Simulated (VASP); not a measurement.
Input of a VASP 6.6.1 run:

The input INCAR:

```
SYSTEM = TaSi31
PREC = Accurate
ENCUT = 520
EDIFF = 1E-7
ISMEAR = 0
SIGMA = 0.02
LREAL = Auto
LASPH = .TRUE.
NELM = 150
ALGO = Normal
ISIF = 2
LWAVE = .FALSE.
LCHARG = .FALSE.
ISPIN = 2
MAGMOM = 0.2 0 0 0 0 0 0 0 0 0 0 0 0 0 0 0 0.2 0.2 0 0 0.2 0 0 0 0 0 0 0 0 0 0.2 0
LORBIT = 11
LMAXMIX = 4
GGA = PS
NBANDS = 94
```

File KPOINTS:

```
Automatic mesh
0
Gamma
  2 2 2
  0.5 0.5 0.5
```

POSCAR

```
TaSi31
1.0
    5.4338340902     -5.4338340902      5.4338340902
   -5.4338340902      5.4338340902      5.4338340902
   -5.4338340902     -5.4338340902     -5.4338340902
Ta Si
1 31
Direct
    0.2500000000      0.0000000000      0.5000000000
    0.5013594475      0.0000000000      0.2465934038
    0.7500000000      0.0000000000      0.0000000000
   -0.0034065962      0.2513594475      0.5000000000
    0.2500000000      0.2513594475      0.2465934038
   -0.0034065962      0.0000000000      0.7513594475
    0.7500000000      0.5000000000      0.5000000000
    0.5034065962      0.2534065962      0.0047660436
    0.7547660436      0.2534065962      0.7534065962
   -0.0013594475      0.4952339564      0.2486405525
    0.5013594475      0.7465934038      0.5000000000
    0.2500000000      0.5000000000      0.0000000000
    0.7452339564      0.7486405525      0.2486405525
    0.5034065962      0.5047660436      0.7534065962
   -0.0013594475      0.7486405525     -0.0047660436
    0.2500000000      0.7465934038      0.7513594475
    0.2500000000      0.0000000000      0.7641778501
    0.5141778501      0.0000000000      0.5000000000
    0.7508235274      0.0000000000      0.2487090799
    0.0021144475      0.2512909201      0.7512909201
    0.2500000000      0.2641778501      0.5000000000
   -0.0012909201      0.0000000000      0.0008235274
    0.7491764726      0.4991764726      0.7478855525
    0.5012909201      0.2512909201      0.2521144475
    0.7491764726      0.2478855525     -0.0008235274
   -0.0012909201      0.5008235274      0.5000000000
    0.5012909201      0.7521144475      0.7512909201
    0.2500000000      0.5008235274      0.2487090799
    0.7508235274      0.7487090799      0.5000000000
    0.4978855525      0.4991764726     -0.0008235274
   -0.0141778501      0.7358221499      0.2358221499
    0.2500000000      0.7487090799      0.0008235274
```

Potentials or basis: VASP PAW PBE potentials, release 64 (Ta_pv, Si).

Run with:

```bash
$ cat potpaw_PBE.64/Ta_pv/POTCAR potpaw_PBE.64/Si/POTCAR > POTCAR
$ mpirun -np 1 vasp_std > vasp.out
```

Problem. What does it give for the largest force?

Solution. 0.034 eV/Å.

Problem. What does it give for the net moment?

Solution. 1.00 μB per cell.

Problem. Estimate the pressure.

Solution. 1.4 GPa.

Problem. What does it give for the site moments?

Solution. Ta +0.45; Si +0.01, -0.00, -0.01, +0.00 (each value once) μB.

Forces on the atoms (eV/Å):
```
Ta   0.000  0.000  0.000
Si  -0.016 -0.006 -0.016
Si   0.000  0.000  0.000
Si   0.016 -0.016  0.006
Si  -0.006 -0.016 -0.016
Si   0.016 -0.006  0.016
Si   0.000  0.000  0.000
Si   0.016  0.016 -0.006
Si   0.006  0.016 -0.016
Si  -0.016  0.006  0.016
Si  -0.016  0.016  0.006
Si   0.000  0.000  0.000
Si   0.006 -0.016  0.016
Si   0.016  0.006 -0.016
Si  -0.016 -0.016 -0.006
Si  -0.006  0.016  0.016
Si  -0.020 -0.020 -0.020
Si   0.020 -0.020  0.020
Si   0.007  0.006  0.007
Si  -0.006 -0.007  0.007
Si  -0.020  0.020  0.020
Si  -0.007  0.006 -0.007
Si   0.007  0.007  0.006
Si  -0.007 -0.007  0.006
Si   0.007 -0.006 -0.007
Si  -0.007  0.007 -0.006
Si  -0.007 -0.006  0.007
Si   0.006  0.007  0.007
Si   0.007 -0.007 -0.006
Si  -0.006  0.007 -0.007
Si   0.020  0.020 -0.020
Si   0.006 -0.007 -0.007
```

Caveat: the k points lie up to 0.41 Å⁻¹ apart; the PAW data sets were made with another functional, which shifts forces and pressure a little.
